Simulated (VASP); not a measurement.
# WF3 (Fm-3m) in VASP: single point with PBE

Aim: the single point of WF3 with PBE.

Everything below comes from runs of VASP 6.6.1. Logs are shortened: lines on timing, memory, paths and dates and some standing lists are left out, and cuts for length are marked.

## 1. The cell of the first run

It takes space group Fm-3m (No. 225, cubic). Conventional cell: a = 8.171 Å, b = 8.171 Å, c = 8.171 Å, α = 90.00°, β = 90.00°, γ = 90.00°. Within 2.5 Å of W (site symmetry m-3m) lie 6 F at 1.86 Å. W (site symmetry m-3m) has 6 F at 2.22 Å within 2.9 Å. Within 2.5 Å of F (site symmetry 4mm) lie 2 W at 1.86 to 2.22 Å.

## 2. Single point, PBE, collinear spin, ferromagnetic start

File INCAR:

```
SYSTEM = WF3
PREC = Accurate ; ENCUT = 520
EDIFF = 1E-6 ; ISMEAR = 0
SIGMA = 0.1 ; LREAL = .False.
LASPH = .True. ; NELM = 150
ALGO = Normal ; ISIF = 2
LWAVE = .False. ; LCHARG = .False.
ISPIN = 2 ; MAGMOM = 0.5 0.72 0.04 0.04 0.04 0.04 0.04 0.04
LORBIT = 11 ; LMAXMIX = 4
GGA = PE ; NBANDS = 49
```

File KPOINTS:

```
Automatic mesh
0
Gamma
  4 4 4
  0 0 0
```

File POSCAR:

```
WF3
1.0
    0.0000000000      4.0854094100      4.0854094100
    4.0854094100      0.0000000000      4.0854094100
    4.0854094100      4.0854094100      0.0000000000
W F
2 6
Direct
    0.5000000000      0.5000000000      0.5000000000
    0.0000000000      0.0000000000      0.0000000000
    0.7281905400      0.2718094600      0.7281905400
    0.2718094600      0.2718094600      0.7281905400
    0.2718094600      0.7281905400      0.2718094600
    0.2718094600      0.7281905400      0.7281905400
    0.7281905400      0.2718094600      0.2718094600
    0.7281905400      0.7281905400      0.2718094600
```

Potentials or basis: VASP PAW PBE potentials, release 64 (W_sv, F).

Run with:

```sh
$ cat potpaw_PBE.64/W_sv/POTCAR potpaw_PBE.64/F/POTCAR > POTCAR
$ mpirun -np 1 vasp_std > vasp.out
```

OUTCAR:

```text
SYSTEM = WF3
   PREC = Accurate
   ENCUT = 520
   EDIFF = 1E-6
   ISMEAR = 0
   LREAL = .False.
   LASPH = .True.
   NELM = 150
   ISIF = 2
   ISPIN = 2
   LORBIT = 11
   GGA = PE

 ion  position               nearest neighbor table
   1  0.500  0.500  0.500-   3 1.86   4 1.86   5 1.86   6 1.86   7 1.86   8 1.86
   2  0.000  0.000  0.000-   3 2.22   4 2.22   5 2.22   6 2.22   7 2.22   8 2.22
   3  0.728  0.272  0.728-   1 1.86   2 2.22
   4  0.272  0.272  0.728-   1 1.86   2 2.22
   5  0.272  0.728  0.272-   1 1.86   2 2.22
   6  0.272  0.728  0.728-   1 1.86   2 2.22
   7  0.728  0.272  0.272-   1 1.86   2 2.22
   8  0.728  0.728  0.272-   1 1.86   2 2.22

  LATTYP: Found a face centered cubic cell.
 ALAT       =     8.1708188200

  Lattice vectors:

 A1 = (   0.0000000000,   4.0854094100,   4.0854094100)
 A2 = (   4.0854094100,   0.0000000000,   4.0854094100)
 A3 = (   4.0854094100,   4.0854094100,   0.0000000000)

Analysis of symmetry for initial positions (statically):
=====================================================================
 Subroutine PRICEL returns:
 Original cell was already a primitive cell.

 Routine SETGRP: Setting up the symmetry group for a
 face centered cubic supercell.

 Subroutine GETGRP returns: Found 48 space group operations
 (whereof 48 operations were pure point group operations)
 out of a pool of 48 trial point group operations.

The static configuration has the point symmetry O_h .

Analysis of symmetry for dynamics (positions and initial velocities):
=====================================================================
 Subroutine PRICEL returns:
 Original cell was already a primitive cell.

 Routine SETGRP: Setting up the symmetry group for a
 face centered cubic supercell.

 Subroutine GETGRP returns: Found 48 space group operations
 (whereof 48 operations were pure point group operations)
 out of a pool of 48 trial point group operations.

The dynamic configuration has the point symmetry O_h .

Analysis of structural, dynamic, and magnetic symmetry:
=====================================================================
 Subroutine PRICEL returns:
 Original cell was already a primitive cell.

 Routine SETGRP: Setting up the symmetry group for a
 face centered cubic supercell.

 Subroutine GETGRP returns: Found 48 space group operations
 (whereof 48 operations were pure point group operations)
 out of a pool of 48 trial point group operations.

The overall configuration has the point symmetry O_h .

 Subroutine INISYM returns: Found 48 space group operations
 (whereof 48 operations are pure point group operations),
 and found     1 'primitive' translations

----------------------------------------------------------------------------------------

                                     Primitive cell

  volume of cell :     136.3756

  direct lattice vectors                    reciprocal lattice vectors
     0.000000000  4.085409410  4.085409410    -0.122386755  0.122386755  0.122386755
     4.085409410  0.000000000  4.085409410     0.122386755 -0.122386755  0.122386755
     4.085409410  4.085409410  0.000000000     0.122386755  0.122386755 -0.122386755

  length of vectors
     5.777641395  5.777641395  5.777641395     0.211980078  0.211980078  0.211980078

  position of ions in fractional coordinates (direct lattice)
     0.500000000  0.500000000  0.500000000
     0.000000000  0.000000000  0.000000000
     0.728190540  0.271809460  0.728190540
     0.271809460  0.271809460  0.728190540
     0.271809460  0.728190540  0.271809460
     0.271809460  0.728190540  0.728190540
     0.728190540  0.271809460  0.271809460
     0.728190540  0.728190540  0.271809460

  ion indices of the primitive-cell ions
   primitive index   ion index
                 1           1
                 2           2
                 3           3
                 4           4
                 5           5
                 6           6
[... 40 lines left out ...]
   number of dos      NEDOS =    301   number of ions     NIONS =      8
   total plane-waves  NPLWV = 110592
   dimension x,y,z NGX =    48 NGY =   48 NGZ =   48
   dimension x,y,z NGXF=    96 NGYF=   96 NGZF=   96
   ions per type =               2   6
   NGX,Y,Z   is equivalent  to a cutoff of  13.81, 13.81, 13.81 a.u.
   NGXF,Y,Z  is equivalent  to a cutoff of  27.62, 27.62, 27.62 a.u.
 SYSTEM =  WF3
   PREC   = accura    normal or accurate (medium, high low for compatibility)
   ISTART =      0    job   : 0-new  1-cont  2-samecut
   ICHARG =      2    charge: 1-file 2-atom 10-const
   ISPIN  =      2    spin polarized calculation?
   LNONCOLLINEAR =      F non collinear calculations
   LSORBIT =      F    spin-orbit coupling
   LASPH  =      T    aspherical Exc in radial PAW
   ENCUT  =  520.0 eV  38.22 Ry    6.18 a.u.  10.74 10.74 10.74*2*pi/ulx,y,z
   NELM   =    150;   NELMIN=  2; NELMDL= -5     # of ELM steps
   EDIFF  = 0.1E-05   stopping-criterion for ELM
   LREAL  =      F    real-space projection
   EDIFFG = 0.1E-04   stopping-criterion for IOM
   NSW    =      0    number of steps for IOM
   IBRION =     -1    ionic relax: 0-MD 1-quasi-New 2-CG
   NFREE  =      0    steps in history (QN), initial steepest desc. (CG)
   ISIF   =      2    stress and relaxation
   ISYM   =      2    0-nonsym 1-usesym 2-fastsym
   POTIM  = 0.5000    time-step for ionic-motion
   TEBEG  =    0.0;   TEEND  =   0.0 temperature during run
   PSTRESS=    0.0 pullay stress
   NELECT =      70.0000    total number of electrons
   NUPDOWN=      -1.0000    fix difference up-down
   EMIN   =  10.00;   EMAX   =-10.00  energy-range for DOS
   EFERMI =   0.00;   METHOD = LEGACY
   ISMEAR =     0;   SIGMA  =   0.10  broadening in eV -4-tet -1-fermi 0-gaus
   EFERMI_NEDOS =   21; number of points for ismear=-14 and -15
   IALGO  =     38    algorithm
   IMIX   =      4    mixing-type and parameters
     AMIX     =   0.40;   BMIX     =  1.00
     AMIX_MAG =   1.60;   BMIX_MAG =  1.00
  volume/ion in A,a.u.               =      17.05       115.04
  Fermi-wavevector in a.u.,A,eV,Ry     =   1.310776  2.477008 23.376641  1.718135
  Thomas-Fermi vector in A             =   2.441283
   LORBIT       =     11    0 simple, 1 ext, 2 COOP (PROOUT), +10 PAW based schemes
   GGA     = PE    functional components
   LHFCALC =     F    Hartree Fock is set to
   AEXX    =    0.0000 exact exchange contribution
   IVDW    =     0    specifies the selected vdW correction
   LEPSILON=     F    determine dielectric tensor
   LRPA    =     F    only Hartree local field effects (RPA)
 spin polarized calculation
 Gauss-broadening in eV      SIGMA  =   0.10
  energy-cutoff  :      520.00
  volume of cell :      136.38
 maximum number of plane-waves:      3708
 NGX is ok and might be reduce to    48
   NGX = 21   NGY = 21   NGZ = 21

 number of electron      69.9999974 magnetization       0.0022071

 number of electron      69.9999974 magnetization      -0.0000062

 Free energy of the ion-electron system (eV)
  ---------------------------------------------------
  ext. energy  EPLUGINS =         0.00000000
  ---------------------------------------------------
  free energy    TOTEN  =       -48.23892613 eV

  energy without entropy =      -48.15390641  energy(sigma->0) =      -48.19641627

 E-fermi :   3.7553     XC(G=0):  -8.4609

 val. band max:        3.7340674753   @ k =  -0.2500   0.5000   0.2500
 cond. band min:       3.7725544957   @ k =  -0.2500   0.2500   0.0000
 fundamental gap:      0.0384870204
 Fermi energy:         3.7553018859

 spin component 1

 k-point     1 :       0.0000    0.0000    0.0000
  band No.  band energies     occupation
      1     -73.0161      1.00000
      2     -71.0500      1.00000
      3     -37.6320      1.00000
      4     -37.6320      1.00000
      5     -37.6320      1.00000
      6     -35.3266      1.00000
[... 389 lines left out ...]
     46      10.0240      0.00000
     47      11.8132      0.00000
 Fermi energy:         3.7553018859

 spin component 2

 k-point     1 :       0.0000    0.0000    0.0000
  band No.  band energies     occupation
      1     -73.0161      1.00000
      2     -71.0500      1.00000
      3     -37.6320      1.00000
      4     -37.6320      1.00000
      5     -37.6320      1.00000
      6     -35.3266      1.00000
[... 389 lines left out ...]
     46      10.0240      0.00000
     47      11.8132      0.00000
 [bands above 47 left out]

------------------------ aborting loop because EDIFF is reached ----------------------------------------

  FORCE on cell =-STRESS in cart. coord.  units (eV):
  Direction    XX          YY          ZZ          XY          YZ          ZX
  --------------------------------------------------------------------------------------
  -------------------------------------------------------------------------------------
  Total        9.1312040      9.1312040      9.1312040      0.0000000      0.0000000     -0.0000000
  in kB      107.2758284    107.2758284    107.2758284      0.0000000      0.0000000     -0.0000000
  external PRESSURE =     107.2758284 kB  Pullay stress =       0.0000000 kB

 VOLUME and BASIS-vectors are now :
 -----------------------------------------------------------------------------
  energy-cutoff  :      520.00
  volume of cell :      136.38
      direct lattice vectors                 reciprocal lattice vectors
     0.000000000  4.085409410  4.085409410    -0.122386755  0.122386755  0.122386755
     4.085409410  0.000000000  4.085409410     0.122386755 -0.122386755  0.122386755
     4.085409410  4.085409410  0.000000000     0.122386755  0.122386755 -0.122386755

 POSITION                                       TOTAL-FORCE (eV/Angst)
 -----------------------------------------------------------------------------------
      4.08541      4.08541      4.08541         0.000000     -0.000000     -0.000000
      0.00000      0.00000      0.00000         0.000000     -0.000000      0.000000
      4.08541      5.94991      4.08541         0.000000      4.031734      0.000000
      4.08541      4.08541      2.22091         0.000000     -0.000000     -4.031734
      4.08541      2.22091      4.08541         0.000000     -4.031734      0.000000
      5.94991      4.08541      4.08541         4.031734     -0.000000      0.000000
      2.22091      4.08541      4.08541        -4.031734     -0.000000      0.000000
      4.08541      4.08541      5.94991         0.000000     -0.000000      4.031734
 -----------------------------------------------------------------------------------
    total drift:                                0.000000      0.000000      0.000000

  FREE ENERGIE OF THE ION-ELECTRON SYSTEM (eV)
  ---------------------------------------------------
  free  energy   TOTEN  =       -48.2389261252 eV

  energy  without entropy=      -48.1539064105  energy(sigma->0) =      -48.19641627

 total charge

# of ion       s       p       d       tot
------------------------------------------
    1        2.310   6.464   3.430  12.204
    2        2.116   6.071   3.499  11.686
    3        1.735   4.387   0.000   6.122
    4        1.735   4.387   0.000   6.122
    5        1.735   4.387   0.000   6.122
    6        1.735   4.387   0.000   6.122
    7        1.735   4.387   0.000   6.122
    8        1.735   4.387   0.000   6.122
--------------------------------------------------
tot         14.835  38.858   6.929  60.623

 magnetization (x)

# of ion       s       p       d       tot
------------------------------------------
    1       -0.000  -0.000  -0.000  -0.000
    2       -0.000  -0.000   0.000   0.000
    3       -0.000  -0.000   0.000  -0.000
    4       -0.000  -0.000   0.000  -0.000
    5       -0.000  -0.000   0.000  -0.000
    6       -0.000  -0.000   0.000  -0.000
    7       -0.000  -0.000   0.000  -0.000
    8       -0.000  -0.000   0.000  -0.000
--------------------------------------------------
tot         -0.000  -0.000  -0.000  -0.000
```

Run time: 4.2 min. Hardware: 1 thread of Intel Xeon 6975P-C, shared host; peak memory 0.43 GiB.

What came out:

```
Free energy                                           : -48.2389 eV
Pressure                                              : 10.7 GPa
Largest force                                         : 4.032 eV/Å
Band gap on the k mesh                                : zero (filled and empty bands overlap)
Net moment                                            : 0.00 μB per cell
Valence electrons inside the program's atomic spheres : W 12.20, 11.69; F 6.12
```

Forces in eV/Å, atoms in the order of the input:
```
W    0.000  0.000  0.000
W    0.000  0.000  0.000
F    0.000  4.032  0.000
F    0.000  0.000 -4.032
F    0.000 -4.032  0.000
F    4.032  0.000  0.000
F   -4.032  0.000  0.000
F    0.000  0.000  4.032
```

Levels at points of the mesh, in eV from the Fermi level:
Spin up:
| k point | band 33 | band 34 | band 35 | band 36 | band 37 | band 38 |
| --- | --- | --- | --- | --- | --- | --- |
| (0.00, 0.00, 0.00) | -1.18 | -1.18 | -1.18 | 0.26 | 1.04 | 1.04 |
| (0.50, 0.00, 0.00) | -0.14 | -0.09 | -0.09 | -0.05 | 0.05 | 0.05 |
| (0.50, 0.50, 0.00) | -1.15 | -0.02 | -0.02 | 0.16 | 0.16 | 0.97 |
Spin down:
| k point | band 32 | band 33 | band 34 | band 35 | band 36 | band 37 | band 38 | band 39 |
| --- | --- | --- | --- | --- | --- | --- | --- | --- |
| (0.00, 0.00, 0.00) | -7.13 | -1.18 | -1.18 | -1.18 | 0.26 | 1.04 | 1.04 | 1.04 |
| (0.50, 0.00, 0.00) | -7.28 | -0.14 | -0.09 | -0.09 | -0.05 | 0.05 | 0.05 | 2.16 |
| (0.50, 0.50, 0.00) | -7.14 | -1.15 | -0.02 | -0.02 | 0.16 | 0.16 | 0.97 | 1.19 |

Caveat: spin-orbit coupling is left out, which moves the levels of the heavy elements; forces of over 1 eV/Å act on the atoms, so gaps and moduli don't describe the material at rest.
